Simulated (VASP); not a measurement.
ZnS (Wurtzite-2H), 4 atoms in the cell. It takes space group P6_3mc (No. 186, hexagonal). Conventional cell: a = 3.844 Å, b = 3.844 Å, c = 6.308 Å, α = 90.00°, β = 90.00°, γ = 120.00°. Zn (site symmetry 3m) has 4 S at 2.36 Å within 3.1 Å. Within 3.1 Å of S (site symmetry 3m) lie 4 Zn at 2.36 Å.  This cell differs from its parent crystal: volume scaled by 1.03, then relaxed in part.

```yaml
Program: VASP 6.6.1
Task: single point
Functional: r2SCAN
Potentials_or_basis: VASP PAW PBE potentials, release 64 (Zn, S)
Cutoff: 520 eV
k_mesh: 9 × 9 × 4
Occupations: gaussian, width 0.02 eV
Spin: no spin polarisation
Dipole_correction: no
Further_INCAR_settings: ALGO = Normal; EDIFF = 1e-06; NBANDS = 26
```

Potentials or basis: VASP PAW PBE potentials, release 64 (Zn, S).

Launch:

```sh
$ cat potpaw_PBE.64/Zn/POTCAR potpaw_PBE.64/S/POTCAR > POTCAR
$ cp INCAR.step1 INCAR
$ mpirun -np 1 vasp_std > vasp.out
$ cp INCAR.step2 INCAR
$ mpirun -np 1 vasp_std > vasp.out
```

Hardware: 1 thread of AMD EPYC 9R45 96-Core Processor (Zen 5), with other jobs on the host.

Problem. How long does it take, and how much memory?

Solution. Run time: 2.9 min on 1 thread of AMD EPYC 9R45 96-Core Processor (Zen 5) (shared host), peak memory 0.21 GiB. Counts: k points 36.
